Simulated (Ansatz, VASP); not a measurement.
Two plane-wave programs on Al

```
CELL_PARAMETERS angstrom
-1.33475 2.51547 0.10738
-2.87115 0.06633 0.10783
-0.59531 0.54910 14.02722
ATOMIC_POSITIONS crystal
Al 0.59678 0.61809 0.16799
Al 0.10687 0.14480 0.66350
Al 0.86882 0.89590 0.32960
Al 0.40611 0.36170 0.83619
Al 0.00007 0.01620 0.00626
Al 0.52134 0.46330 0.49647
```

Change from the starting cell: cell x2, atoms moved at random (sigma 0.05 Å) and cell strained at random (1.5 %), then relaxed without symmetry.

Alike in both runs: task relaxation of cell and atoms; functional PBE; k mesh 8 × 8 × 2; occupations gaussian, width 0.2 eV; no spin polarisation.

|  | VASP | Ansatz |
| --- | --- | --- |
| version | VASP 6.6.1 | Ansatz 0.2.0 |
| potentials or method | VASP PAW PBE potentials, release 64 (Al), cutoff 600 eV | scalar-relativistic, plane waves, PAW |
| valence electrons in the cell | 18 | 18 |

Ansatz gave:

- gap on the k mesh at the Fermi level, each at its own relaxed structure (eV): none
- relaxed volume (Å³/atom): 16.58
- relaxed cell length with the largest relative difference (Å): 2.867

Problem. Estimate VASP's values.

Solution. gap on the k mesh at the Fermi level, each at its own relaxed structure (eV): none; relaxed volume (Å³/atom): 16.56; relaxed cell length with the largest relative difference (Å): 2.863.

A gap of «none» marks a metal or a gap that the smearing closes.

Noted on VASP's run: too few bands were computed for a metal, which touches its energy and stress.
